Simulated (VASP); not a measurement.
**InAs: single point with PBE**

The system is InAs.

```xyz
2
Lattice="3.6321 0.0000 0.0000 0.0000 3.6321 0.0000 0.0000 0.0000 3.6321" Properties=species:S:1:pos:R:3 pbc="T T T"
In    0.0000    0.0000    0.0000
As    1.8160    1.8160    1.8160
```

```json
{"Program": "VASP 6.6.1", "Task": "single point", "Functional": "PBE", "Potentials or basis": "VASP PAW PBE potentials, release 64 (In_d, As)", "Cutoff": "520 eV", "k mesh": "6 × 6 × 6", "Occupations": "gaussian, width 0.1 eV", "Spin": "no spin polarisation"}
```

```
Pressure               : -2.2 GPa
Band gap on the k mesh : zero (band 9 reaches 7.07 eV, above the bottom of band 10 at 4.68 eV)
```

Levels at points of the mesh, in eV from the Fermi level:
| k point | band 5 | band 6 | band 7 | band 8 | band 9 | band 10 | band 11 | band 12 | band 13 | band 14 |
| --- | --- | --- | --- | --- | --- | --- | --- | --- | --- | --- |
| (0.00, 0.00, 0.00) | -14.14 | -12.06 | -2.52 | -0.56 | -0.56 | -0.56 | 5.05 | 5.05 | 8.94 | 8.94 |
| (0.50, 0.00, 0.00) | -14.13 | -10.73 | -6.83 | 0.97 | 0.97 | 2.03 | 3.01 | 4.91 | 4.91 | 6.54 |
| (0.50, 0.50, 0.00) | -14.06 | -9.52 | -4.17 | -4.17 | -3.63 | 1.42 | 6.25 | 6.25 | 7.27 | 7.58 |
| (0.50, 0.50, 0.50) | -14.06 | -9.07 | -1.94 | -1.94 | -1.94 | -1.35 | 0.18 | 0.18 | 0.18 | 16.50 |

It took 13 s on 1 thread of Intel(R) Xeon(R) Platinum 8259CL CPU @ 2.50GHz (Skylake/Cascade Lake), on a shared host, peak memory 0.16 GiB.

Caveat: spin-orbit coupling is left out, which moves the levels of the heavy elements.
